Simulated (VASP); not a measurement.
Here is a VASP 6.6.1 calculation.

INCAR

```
SYSTEM = AlN
  PREC = Accurate
  ENCUT = 520
  EDIFF = 1E-6
  ISMEAR = 0
  SIGMA = 0.05
  LREAL = .False.
  LASPH = .True.
  NELM = 100
  ALGO = Normal
  ISIF = 2
  LWAVE = .False.
  LCHARG = .False.
  GGA = PS
  NBANDS = 16
```

The input KPOINTS:

```
regular mesh
0
Gamma
  9 9 6
  0 0 0
```

Contents of POSCAR:

```
AlN
1.0
    3.4006000000      0.0000000000      0.0000000000
   -1.7003000000      2.9450059881      0.0000000000
    0.0000000000      0.0000000000      4.0998000000
Al N
2 2
Direct
    0.3333333333      0.6666666667      0.7500000000
    0.6666666667      0.3333333333      0.2500000000
    0.3333333333      0.6666666667      0.2500000000
    0.6666666667      0.3333333333      0.7500000000
```

Potentials or basis: VASP PAW PBE potentials, release 64 (Al, N).

Run with:

```console
$ cat potpaw_PBE.64/Al/POTCAR potpaw_PBE.64/N/POTCAR > POTCAR
$ mpirun -np 1 vasp_std > vasp.out
```

What does it give for the band gap on the k mesh?

3.11 eV, direct.

Predict the pressure.

-10.0 GPa.

Stress tensor (GPa, compression positive):
```
-12.55   0.00   0.00
  0.00 -12.55   0.00
  0.00   0.00  -4.87
```

Caveat: the PAW data sets were made with another functional, which shifts forces and pressure a little. A hybrid or GW would open this gap; PBEsol tends to underestimate it.
